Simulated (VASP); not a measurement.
# Fe (Im-3m) in VASP: a series of runs

Aim: see how the results for Fe move with the level of theory and the settings. Levels: LDA, RPBE. Tasks: single point.

All numbers are computed with VASP 6.6.1; they aren't measurements. Logs are shortened: lines on timing, memory, paths and dates and some standing lists are left out, and cuts for length are marked.

## 1. The cell of the first run

It takes space group Im-3m (No. 229, cubic). The conventional cell has a = 2.867 Å, b = 2.867 Å, c = 2.867 Å, α = 90.00°, β = 90.00°, γ = 90.00°. Fe (site symmetry m-3m) has 14 Fe at 2.48 to 2.87 Å within 3.3 Å.

## 2. Single point, LDA, collinear spin, ferromagnetic start

INCAR reads:

```
ALGO = Normal
EDIFF = 1E-6
ENCUT = 600
GGA = CA
GGA_COMPAT = F
ISIF = 2
ISMEAR = -1
ISPIN = 2
LASPH = T
LCHARG = T
LELF = T
LMAXMIX = 4
LORBIT = 11
LREAL = F
LVHAR = T
LWAVE = F
MAGMOM = 3
NBANDS = 18
NELM = 200
PREC = Accurate
SIGMA = 0.05
```

KPOINTS reads:

```
k-points
0
Gamma
  13 13 13
```

POSCAR reads:

```
Fe
1.0
   -1.4333151444      1.4333151444      1.4333151444
    1.4333151444     -1.4333151444      1.4333151444
    1.4333151444      1.4333151444     -1.4333151444
Fe
1
Direct
    0.0000000000      0.0000000000      0.0000000000
```

Potentials or basis: VASP PAW LDA potentials, release 64 (Fe_sv).

On the command line:

```console
$ cat potpaw_LDA.64/Fe_sv/POTCAR > POTCAR
$ mpirun -np 1 vasp_std > vasp.out
```

OUTCAR:

```text
EDIFF = 1E-6
   ENCUT = 600
   GGA = CA
   ISIF = 2
   ISMEAR = -1
   ISPIN = 2
   LASPH = T
   LORBIT = 11
   LREAL = F
   NELM = 200
   PREC = Accurate

 ion  position               nearest neighbor table
   1  0.000  0.000  0.000-

  LATTYP: Found a body centered cubic cell.
 ALAT       =     2.8666302888

  Lattice vectors:

 A1 = (  -1.4333151444,   1.4333151444,   1.4333151444)
 A2 = (   1.4333151444,  -1.4333151444,   1.4333151444)
 A3 = (   1.4333151444,   1.4333151444,  -1.4333151444)

Analysis of symmetry for initial positions (statically):
=====================================================================
 Subroutine PRICEL returns:
 Original cell was already a primitive cell.

 Routine SETGRP: Setting up the symmetry group for a
 body centered cubic supercell.

 Subroutine GETGRP returns: Found 48 space group operations
 (whereof 48 operations were pure point group operations)
 out of a pool of 48 trial point group operations.

The static configuration has the point symmetry O_h .

Analysis of symmetry for dynamics (positions and initial velocities):
=====================================================================
 Subroutine PRICEL returns:
 Original cell was already a primitive cell.

 Routine SETGRP: Setting up the symmetry group for a
 body centered cubic supercell.

 Subroutine GETGRP returns: Found 48 space group operations
 (whereof 48 operations were pure point group operations)
 out of a pool of 48 trial point group operations.

The dynamic configuration has the point symmetry O_h .

Analysis of structural, dynamic, and magnetic symmetry:
=====================================================================
 Subroutine PRICEL returns:
 Original cell was already a primitive cell.

 Routine SETGRP: Setting up the symmetry group for a
 body centered cubic supercell.

 Subroutine GETGRP returns: Found 48 space group operations
 (whereof 48 operations were pure point group operations)
 out of a pool of 48 trial point group operations.

The overall configuration has the point symmetry O_h .

 Subroutine INISYM returns: Found 48 space group operations
 (whereof 48 operations are pure point group operations),
 and found     1 'primitive' translations

----------------------------------------------------------------------------------------

                                     Primitive cell

  volume of cell :      11.7784

  direct lattice vectors                    reciprocal lattice vectors
    -1.433315144  1.433315144  1.433315144     0.000000000  0.348841636  0.348841636
     1.433315144 -1.433315144  1.433315144     0.348841636  0.000000000  0.348841636
     1.433315144  1.433315144 -1.433315144     0.348841636  0.348841636  0.000000000

  length of vectors
     2.482574653  2.482574653  2.482574653     0.493336573  0.493336573  0.493336573

  position of ions in fractional coordinates (direct lattice)
     0.000000000  0.000000000  0.000000000

  ion indices of the primitive-cell ions
   primitive index   ion index
                 1           1

----------------------------------------------------------------------------------------

 KPOINTS: k-points

Automatic generation of k-mesh.
 Grid dimensions read from file:
 generate k-points for:   13   13   13

 Generating k-lattice:

  Cartesian coordinates                     Fractional coordinates (reciprocal lattice)
     0.000000000  0.026833972  0.026833972     0.076923077  0.000000000  0.000000000
     0.026833972  0.000000000  0.026833972     0.000000000  0.076923077  0.000000000
     0.026833972  0.026833972  0.000000000     0.000000000  0.000000000  0.076923077

  Length of vectors
     0.037948967  0.037948967  0.037948967

  Shift w.r.t. Gamma in fractional coordinates (k-lattice)
     0.000000000  0.000000000  0.000000000

 Subroutine IBZKPT returns following result:
 ===========================================

 Found     84 irreducible k-points:

 Following reciprocal coordinates:
            Coordinates               Weight
  0.000000  0.000000  0.000000      1.000000
  0.076923  0.000000  0.000000     12.000000
  0.153846  0.000000  0.000000     12.000000
  0.230769  0.000000  0.000000     12.000000
  0.307692  0.000000  0.000000     12.000000
  0.384615  0.000000  0.000000     12.000000
[... 16 lines left out ...]
  0.153846  0.076923  0.076923     24.000000
  0.230769  0.076923  0.076923     24.000000
 [... further k-points ...]
   k-points           NKPTS =     84   k-points in BZ     NKDIM =     84   number of bands    NBANDS=     18
   number of dos      NEDOS =    301   number of ions     NIONS =      1
   total plane-waves  NPLWV =   8000
   dimension x,y,z NGX =    20 NGY =   20 NGZ =   20
   dimension x,y,z NGXF=    40 NGYF=   40 NGZF=   40
   ions per type =               1
   NGX,Y,Z   is equivalent  to a cutoff of  13.39, 13.39, 13.39 a.u.
   NGXF,Y,Z  is equivalent  to a cutoff of  26.79, 26.79, 26.79 a.u.
 SYSTEM =  unknown system
   PREC   = accura    normal or accurate (medium, high low for compatibility)
   ISTART =      0    job   : 0-new  1-cont  2-samecut
   ICHARG =      2    charge: 1-file 2-atom 10-const
   ISPIN  =      2    spin polarized calculation?
   LNONCOLLINEAR =      F non collinear calculations
   LSORBIT =      F    spin-orbit coupling
   LASPH  =      T    aspherical Exc in radial PAW
   ENCUT  =  600.0 eV  44.10 Ry    6.64 a.u.   4.96  4.96  4.96*2*pi/ulx,y,z
   NELM   =    200;   NELMIN=  2; NELMDL= -5     # of ELM steps
   EDIFF  = 0.1E-05   stopping-criterion for ELM
   LREAL  =      F    real-space projection
   EDIFFG = 0.1E-04   stopping-criterion for IOM
   NSW    =      0    number of steps for IOM
   IBRION =     -1    ionic relax: 0-MD 1-quasi-New 2-CG
   NFREE  =      0    steps in history (QN), initial steepest desc. (CG)
   ISIF   =      2    stress and relaxation
   ISYM   =      2    0-nonsym 1-usesym 2-fastsym
   POTIM  = 0.5000    time-step for ionic-motion
   TEBEG  =    0.0;   TEEND  =   0.0 temperature during run
   PSTRESS=    0.0 pullay stress
   NELECT =      16.0000    total number of electrons
   NUPDOWN=      -1.0000    fix difference up-down
   EMIN   =  10.00;   EMAX   =-10.00  energy-range for DOS
   EFERMI =   0.00;   METHOD = LEGACY
   ISMEAR =    -1;   SIGMA  =   0.05  broadening in eV -4-tet -1-fermi 0-gaus
   EFERMI_NEDOS =   21; number of points for ismear=-14 and -15
   IALGO  =     38    algorithm
   IMIX   =      4    mixing-type and parameters
     AMIX     =   0.40;   BMIX     =  1.00
     AMIX_MAG =   1.60;   BMIX_MAG =  1.00
  volume/ion in A,a.u.               =      11.78        79.48
  Fermi-wavevector in a.u.,A,eV,Ry     =   1.813092  3.426247 44.726460  3.287302
  Thomas-Fermi vector in A             =   2.871202
   LORBIT       =     11    0 simple, 1 ext, 2 COOP (PROOUT), +10 PAW based schemes
   GGA     = CA    functional components
   LHFCALC =     F    Hartree Fock is set to
   AEXX    =    0.0000 exact exchange contribution
   IVDW    =     0    specifies the selected vdW correction
   LEPSILON=     F    determine dielectric tensor
   LRPA    =     F    only Hartree local field effects (RPA)
 spin polarized calculation
  energy-cutoff  :      600.00
  volume of cell :       11.78
 maximum number of plane-waves:       406
   NGX =  9   NGY =  9   NGZ =  9

 number of electron      15.9999985 magnetization       2.1180928

 Free energy of the ion-electron system (eV)
  ---------------------------------------------------
  ext. energy  EPLUGINS =         0.00000000
  ---------------------------------------------------
  free energy    TOTEN  =        -9.18847358 eV

  energy without entropy =       -9.17869438  energy(sigma->0) =       -9.18358398

 E-fermi :  11.1621     XC(G=0): -13.8951

 val. band max:       11.1533138563   @ k =  -0.3846   0.3846   0.0769
 cond. band min:      11.1627592968   @ k =  -0.3846   0.4615   0.3077
 fundamental gap:      0.0094454405
 Fermi energy:        11.1621139815

 spin component 1

 k-point     1 :       0.0000    0.0000    0.0000
  band No.  band energies     occupation
      1     -75.8305      1.00000
      2     -42.1622      1.00000
      3     -42.1622      1.00000
      4     -42.1622      1.00000
      5       2.7958      1.00000
      6       8.9552      1.00000
[... 10 lines left out ...]
     17      42.3697      0.00000
     18      42.3697      0.00000

 k-point     2 :       0.0769    0.0000    0.0000
  band No.  band energies     occupation
      1     -75.8264      1.00000
      2     -42.1840      1.00000
      3     -42.1695      1.00000
      4     -42.1621      1.00000
      5       3.0328      1.00000
      6       8.8908      1.00000
[... 10 lines left out ...]
     17      41.4621      0.00000
     18      42.9654      0.00000

 k-point     3 :       0.1538    0.0000    0.0000
  band No.  band energies     occupation
      1     -75.8150      1.00000
      2     -42.2459      1.00000
      3     -42.1901      1.00000
      4     -42.1621      1.00000
      5       3.7154      1.00000
      6       8.7152      1.00000
[... 10 lines left out ...]
     17      42.8548      0.00000
     18      44.6237      0.00000

 k-point     4 :       0.2308    0.0000    0.0000
  band No.  band energies     occupation
      1     -75.7990      1.00000
      2     -42.3303      1.00000
      3     -42.2192      1.00000
      4     -42.1617      1.00000
      5       4.7320      1.00000
      6       8.4748      1.00000
[... 375 lines left out ...]
      4     -42.1781      1.00000
      5       4.1513      1.00000
      6       8.6466      1.00000
[... 10 lines left out ...]
     17      42.3020      0.00000
     18      42.3020      0.00000

 k-point    23 :       0.1538    0.0769    0.0769
  band No.  band energies     occupation
      1     -75.7940      1.00000
      2     -42.3607      1.00000
      3     -42.2080      1.00000
      4     -42.1795      1.00000
      5       5.1396      1.00000
      6       8.3889      1.00000
[... 10 lines left out ...]
     17      43.8950      0.00000
     18      44.8941      0.00000

 k-point    24 :       0.2308    0.0769    0.0769
  band No.  band energies     occupation
      1     -75.7786      1.00000
      2     -42.4303      1.00000
      3     -42.2456      1.00000
      4     -42.1806      1.00000
      5       6.1606      1.00000
      6       8.1512      1.00000
[... 10 lines left out ...]
     17      44.8134      0.00000
     18      48.1587      0.00000

 [... further k-points ...]

 spin component 2

 k-point     1 :       0.0000    0.0000    0.0000
  band No.  band energies     occupation
      1     -73.4917      1.00000
      2     -39.8825      1.00000
      3     -39.8825      1.00000
      4     -39.8825      1.00000
      5       3.1376      1.00000
      6      10.6962      0.99991
[... 10 lines left out ...]
     17      43.1882      0.00000
     18      43.1882      0.00000

 k-point     2 :       0.0769    0.0000    0.0000
  band No.  band energies     occupation
      1     -73.4872      1.00000
      2     -39.9066      1.00000
      3     -39.8905      1.00000
      4     -39.8825      1.00000
      5       3.3761      1.00000
      6      10.6208      0.99998
[... 10 lines left out ...]
     17      41.9482      0.00000
     18      43.7212      0.00000

 k-point     3 :       0.1538    0.0000    0.0000
  band No.  band energies     occupation
      1     -73.4750      1.00000
      2     -39.9745      1.00000
      3     -39.9129      1.00000
      4     -39.8826      1.00000
      5       4.0674      1.00000
      6      10.4160      1.00000
[... 10 lines left out ...]
     17      43.3248      0.00000
     18      45.2506      0.00000

 k-point     4 :       0.2308    0.0000    0.0000
  band No.  band energies     occupation
      1     -73.4576      1.00000
      2     -40.0673      1.00000
      3     -39.9444      1.00000
      4     -39.8823      1.00000
      5       5.1241      1.00000
      6      10.1374      1.00000
[... 375 lines left out ...]
      4     -39.9000      1.00000
      5       4.5108      1.00000
      6      10.3295      1.00000
[... 10 lines left out ...]
     17      42.9943      0.00000
     18      42.9943      0.00000

 k-point    23 :       0.1538    0.0769    0.0769
  band No.  band energies     occupation
      1     -73.4522      1.00000
      2     -40.1004      1.00000
      3     -39.9326      1.00000
      4     -39.9016      1.00000
      5       5.5396      1.00000
      6      10.0277      1.00000
[... 10 lines left out ...]
     17      44.3953      0.00000
     18      45.5209      0.00000

 k-point    24 :       0.2308    0.0769    0.0769
  band No.  band energies     occupation
      1     -73.4355      1.00000
      2     -40.1768      1.00000
      3     -39.9735      1.00000
      4     -39.9030      1.00000
      5       6.7255      1.00000
      6       9.7480      1.00000
[... 10 lines left out ...]
     17      45.2752      0.00000
     18      48.7337      0.00000

 [... further k-points ...]

------------------------ aborting loop because EDIFF is reached ----------------------------------------

  FORCE on cell =-STRESS in cart. coord.  units (eV):
  Direction    XX          YY          ZZ          XY          YZ          ZX
  --------------------------------------------------------------------------------------
  -------------------------------------------------------------------------------------
  Total       -2.0283220     -2.0283220     -2.0283220      0.0000000      0.0000000     -0.0000000
  in kB     -275.9068170   -275.9068170   -275.9068170      0.0000000      0.0000000     -0.0000000
  external PRESSURE =    -275.9068170 kB  Pullay stress =       0.0000000 kB

 VOLUME and BASIS-vectors are now :
 -----------------------------------------------------------------------------
  energy-cutoff  :      600.00
  volume of cell :       11.78
      direct lattice vectors                 reciprocal lattice vectors
    -1.433315144  1.433315144  1.433315144     0.000000000  0.348841636  0.348841636
     1.433315144 -1.433315144  1.433315144     0.348841636  0.000000000  0.348841636
     1.433315144  1.433315144 -1.433315144     0.348841636  0.348841636  0.000000000

 POSITION                                       TOTAL-FORCE (eV/Angst)
 -----------------------------------------------------------------------------------
      0.00000      0.00000      0.00000         0.000000      0.000000     -0.000000
 -----------------------------------------------------------------------------------
    total drift:                                0.000000     -0.000000      0.000000

  FREE ENERGIE OF THE ION-ELECTRON SYSTEM (eV)
  ---------------------------------------------------
  free  energy   TOTEN  =        -9.1884735803 eV

  energy  without entropy=       -9.1786943780  energy(sigma->0) =       -9.18358398

 total charge

# of ion       s       p       d       tot
------------------------------------------
    1        2.182   6.026   5.522  13.730

 magnetization (x)

# of ion       s       p       d       tot
------------------------------------------
    1       -0.002  -0.005   2.095   2.088
```

It took 14 s on 1 thread of Intel Xeon 6975P-C (Granite Rapids), shared host; peak memory 0.14 GiB.

What came out:

| Item | Value |
| --- | --- |
| Free energy | -9.1885 eV |
| Pressure | -27.6 GPa |
| Net moment | 2.12 μB per cell |
| Site moments | Fe +2.09 μB |
| Valence electrons inside the program's atomic spheres | Fe 13.73 |

Levels at points of the mesh, in eV from the Fermi level:
Spin up:
| k point | band 5 | band 6 | band 7 | band 8 | band 9 | band 10 | band 11 | band 12 | band 13 | band 14 |
| --- | --- | --- | --- | --- | --- | --- | --- | --- | --- | --- |
| (0.00, 0.00, 0.00) | -8.37 | -2.21 | -2.21 | -2.21 | -0.93 | -0.93 | 24.01 | 24.01 | 24.01 | 29.30 |
Spin down:
```tsv
k point	band 3	band 4	band 5	band 6	band 7	band 8	band 9	band 10	band 11	band 12
(0.00, 0.00, 0.00)	-51.04	-51.04	-8.02	-0.47	-0.47	-0.47	1.32	1.32	24.13	24.13
```

## 3. Single point, RPBE, collinear spin, zero start (volume scaled by 0.96)

INCAR reads:

```
SYSTEM = Fe
  PREC = Accurate
  ENCUT = 600
  EDIFF = 1E-6
  ISMEAR = -1
  SIGMA = 0.01
  LREAL = .False.
  LASPH = .True.
  NELM = 200
  ALGO = Normal
  ISIF = 2
  LWAVE = .False.
  LCHARG = .True.
  ISPIN = 2
  MAGMOM = 0
  LORBIT = 11
  NUPDOWN = 0.0
  LMAXMIX = 4
  GGA = RP
  LELF = .True.
  LVHAR = .True.
  NBANDS = 14
  GGA_COMPAT = .False.
```

KPOINTS reads:

```
Automatic mesh
0
Gamma
  13 13 13
  0 0 0
```

POSCAR reads:

```
Fe
1.0
   -1.4234976093      1.4234976093      1.4234976093
    1.4234976093     -1.4234976093      1.4234976093
    1.4234976093      1.4234976093     -1.4234976093
Fe
1
Direct
    0.0000000000      0.0000000000      0.0000000000
```

Potentials or basis: VASP PAW PBE potentials, release 64 (Fe).

On the command line:

```console
$ cat potpaw_PBE.64/Fe/POTCAR > POTCAR
$ mpirun -np 1 vasp_std > vasp.out
```

Run time: 58 s. Hardware: 1 thread of Intel Xeon 8259CL, shared host; peak memory 0.15 GiB.

It converged, with:

```yaml
Free_energy: -7.1632 eV
Pressure: -15.8 GPa
Net_moment: 0.00 μB per cell
Valence_electrons_inside_the_program's_atomic_spheres: Fe 7.22
```

Caveat: the PAW data sets were made with another functional, which shifts forces and pressure a little; the total moment is fixed, so each spin has its own Fermi level.

## 4. Single point, RPBE, collinear spin, zero start

INCAR reads:

```
PREC     = Accurate       # precision mode
ENCUT    = 600            # plane-wave cutoff, eV
EDIFF    = 1E-6           # SCF threshold, eV
ISMEAR   = -1             # smearing method
SIGMA    = 0.01           # smearing width, eV
LREAL    = False          # projectors in reciprocal space
LASPH    = True           # aspherical terms in the spheres
NELM     = 200            # most SCF steps
ALGO     = Normal         # electronic algorithm
ISIF     = 2              # what is computed and relaxed
LWAVE    = False          # write WAVECAR
LCHARG   = False          # write CHGCAR
ISPIN    = 2              # spin polarisation
MAGMOM   = 0              # initial moments
LORBIT   = 11             # projections on sites
NUPDOWN  = 0.0            # fixed moment
LMAXMIX  = 4              # l up to which the mixer works
GGA      = RP             # functional
NBANDS   = 14             # bands
GGA_COMPAT= False
```

KPOINTS reads:

```
Automatic mesh
0
Gamma
  13 13 13
```

POSCAR reads:

```
Fe
1.0
   -1.4333151444      1.4333151444      1.4333151444
    1.4333151444     -1.4333151444      1.4333151444
    1.4333151444      1.4333151444     -1.4333151444
Fe
1
Direct
    0.0000000000      0.0000000000      0.0000000000
```

On the command line:

```console
$ cat potpaw_PBE.64/Fe/POTCAR > POTCAR
$ mpirun -np 1 vasp_std > vasp.out
```

Run time: 55 s. Hardware: 1 thread of Intel Xeon 8259CL, shared host; peak memory 0.15 GiB.

It converged, with:

- Free energy: -7.1370 eV
- Pressure: -19.1 GPa
- Net moment: 0.00 μB per cell
- Valence electrons inside the program's atomic spheres: Fe 7.18

Caveat: the PAW data sets were made with another functional, which shifts forces and pressure a little; the total moment is fixed, so each spin has its own Fermi level.

## 5. The runs side by side

| level | potentials or basis | spin | fixed moment (μB) | cell | smearing | second run | pressure (GPa) | moment (μB) |
| --- | --- | --- | --- | --- | --- | --- | --- | --- |
| LDA | VASP PAW LDA potentials, release 64 (Fe_sv) | collinear, ferromagnetic start | - | a = 2.483 Å, angles 109.5°, 1 atom | fermi-dirac 0.05 eV | valence_matched | -27.6 | 2.12 |
| RPBE | VASP PAW PBE potentials, release 64 (Fe) | collinear, zero start | 0.0 | a = 2.466 Å, angles 109.5°, 1 atom | fermi-dirac 0.01 eV | - | -15.8 | 0.00 |
| RPBE | VASP PAW PBE potentials, release 64 (Fe) | collinear, zero start | 0.0 | a = 2.483 Å, angles 109.5°, 1 atom | fermi-dirac 0.01 eV | - | -19.1 | 0.00 |

Alike in all rows: task single point; k mesh 13 × 13 × 13; cutoff (eV) 600.

Caveats: the PAW data sets were made with another functional, which shifts forces and pressure a little (some runs); the total moment is fixed, so each spin has its own Fermi level (some runs).

Total energies depend on the potentials used, so only differences within one code and one set of settings carry meaning.
